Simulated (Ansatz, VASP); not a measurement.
## One calculation of BeS, two programs

INCAR

```
SYSTEM = BeS
PREC = Accurate ; ENCUT = 600
EDIFF = 1E-6 ; ISMEAR = 0
SIGMA = 0.01 ; LREAL = .False.
LASPH = .True. ; NELM = 120
ALGO = Normal ; ISIF = 2
LWAVE = .False. ; LCHARG = .False.
GGA = PE ; NBANDS = 11
GGA_COMPAT = .False.
```

The input KPOINTS:

```
Automatic mesh
0
Gamma
  8 8 8
  0 0 0
```

POSCAR

```
BeS
1.0
    0.0000000000      2.3881514586      2.3881514586
    2.3881514586      0.0000000000      2.3881514586
    2.3881514586      2.3881514586      0.0000000000
Be S
1 1
Direct
    0.0000000000      0.0000000000      0.0000000000
    0.2500000000      0.2500000000      0.2500000000
```

Input for Ansatz:

```yaml
crystal:
  lattice:
    - [0.0, 2.3881514586, 2.3881514586]
    - [2.3881514586, 0.0, 2.3881514586]
    - [2.3881514586, 2.3881514586, 0.0]
  atoms:
    - { symbol: Be, position: [0.0, 0.0, 0.0] }
    - { symbol: S, position: [0.25, 0.25, 0.25] }
kpoints:
  mp_grid: { grid: [8, 8, 8] }
hamiltonian:
  xc: pbe
scf:
  occupations: { method: fixed }
  n_extra_bands: 4
output:
  forces: true
  stress: true
  eigenvalues: true
```

Alike in both runs: task single point; functional PBE; k mesh 8 × 8 × 8; no spin polarisation.

```csv
,VASP,Ansatz
version,VASP 6.6.1,Ansatz 0.2.0
potentials or method,"VASP PAW PBE potentials, release 64 (Be, S)","plane waves, PAW"
plane-wave cutoff (eV),600,420
occupations,"gaussian, width 0.01 eV",fixed
valence electrons in the cell,8,8
```

|  | VASP | Ansatz | Ansatz less VASP |
| --- | --- | --- | --- |
| gap on the k mesh at the Fermi level (eV) | 3.00 | 3.00 | -0.001 |
| pressure (GPa) | 6.5 | 6.5 | -0.04 |
